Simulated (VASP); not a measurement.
Write the native input for VASP 6.6.1 that does the following.

| Quantity | Value |
| --- | --- |
| Task | single point |
| Functional | r2SCAN |
| Potentials or basis | VASP PAW PBE potentials, release 64 (Co, Sn_d) |
| Cutoff | 520 eV |
| k mesh | 6 × 6 × 8 |
| Occupations | gaussian, width 0.05 eV |
| Spin | collinear spin |
| Starting moments | [0.05, 0.05, 0.05, 0.0, 0.0, 0.0] μB |
| Dipole correction | no |
| Further INCAR settings | ALGO = Normal; EDIFF = 1e-07; NBANDS = 48 |

CoSn:

```
CELL_PARAMETERS angstrom
5.36335 0.00000 0.00000
-2.68168 4.64480 0.00000
0.00000 0.00000 4.27835
ATOMIC_POSITIONS crystal
Co 0.00000 0.50000 0.00000
Co 0.50000 0.50000 0.00000
Co 0.50000 0.00000 0.00000
Sn 0.66667 0.33333 0.50000
Sn 0.33333 0.66667 0.50000
Sn 0.00000 0.00000 0.00000
```

These files were run (other wordings do the same):

POSCAR

```
CoSn
1.0
    5.3633535855      0.0000000000      0.0000000000
   -2.6816767928      4.6448004545      0.0000000000
    0.0000000000      0.0000000000      4.2783508228
Co Sn
3 3
Direct
    0.0000000000      0.5000000000      0.0000000000
    0.5000000000      0.5000000000      0.0000000000
    0.5000000000      0.0000000000      0.0000000000
    0.6666666667      0.3333333333      0.5000000000
    0.3333333333      0.6666666667      0.5000000000
    0.0000000000      0.0000000000      0.0000000000
```

INCAR.step1

```
SYSTEM = CoSn
PREC     = Accurate       ! precision mode
ENCUT    = 520            ! plane-wave cutoff, eV
ISMEAR   = 0              ! smearing method
SIGMA    = 0.05           ! smearing width, eV
LREAL    = .FALSE.        ! projectors in reciprocal space
LASPH    = .TRUE.         ! aspherical terms in the spheres
NELM     = 150            ! most SCF steps
ISPIN    = 2              ! spin polarisation
MAGMOM   = 0.05 0.05 0.05 0 0 0 ! initial moments
LMAXMIX  = 4              ! l up to which the mixer works
NBANDS   = 48             ! bands
GGA      = PE             ! functional
ALGO     = Normal         ! electronic algorithm
EDIFF    = 1E-4           ! SCF threshold, eV
LWAVE    = .TRUE.         ! write WAVECAR
LCHARG   = .FALSE.        ! write CHGCAR
```

INCAR.step2

```
SYSTEM = CoSn
PREC     = Accurate       ! precision mode
ENCUT    = 520            ! plane-wave cutoff, eV
EDIFF    = 1E-7           ! SCF threshold, eV
ISMEAR   = 0              ! smearing method
SIGMA    = 0.05           ! smearing width, eV
LREAL    = .FALSE.        ! projectors in reciprocal space
LASPH    = .TRUE.         ! aspherical terms in the spheres
NELM     = 150            ! most SCF steps
ALGO     = Normal         ! electronic algorithm
ISIF     = 2              ! what is computed and relaxed
LWAVE    = .FALSE.        ! write WAVECAR
LCHARG   = .TRUE.         ! write CHGCAR
ISPIN    = 2              ! spin polarisation
MAGMOM   = 0.05 0.05 0.05 0 0 0 ! initial moments
LORBIT   = 11             ! projections on sites
LMAXMIX  = 4              ! l up to which the mixer works
METAGGA  = R2SCAN         ! meta-GGA
LMIXTAU  = .TRUE.       
LELF     = .TRUE.         ! ELF
LVHAR    = .TRUE.       
NBANDS   = 48             ! bands
ISTART   = 1
```

KPOINTS

```
Automatic mesh
0
G
  6 6 8
  0 0 0
```

Potentials or basis: VASP PAW PBE potentials, release 64 (Co, Sn_d).

Launch:

```bash
$ cat potpaw_PBE.64/Co/POTCAR potpaw_PBE.64/Sn_d/POTCAR > POTCAR
$ cp INCAR.step1 INCAR
$ mpirun -np 1 vasp_std > vasp.out
$ cp INCAR.step2 INCAR
$ mpirun -np 1 vasp_std > vasp.out
```

It gave:

```yaml
Pressure: -8.0 GPa
Net_moment: 0.00 μB per cell
Valence_electrons_inside_the_program's_atomic_spheres: Co 8.29; Sn 12.41, 12.27 (each value once)
```

Caveat: the cell stands under tension; the PAW data sets were made with another functional, which shifts forces and pressure a little.

Run time: 27 min on 1 thread of Oxide Virtual Turin-like Processor, on a shared host, peak memory 0.41 GiB.
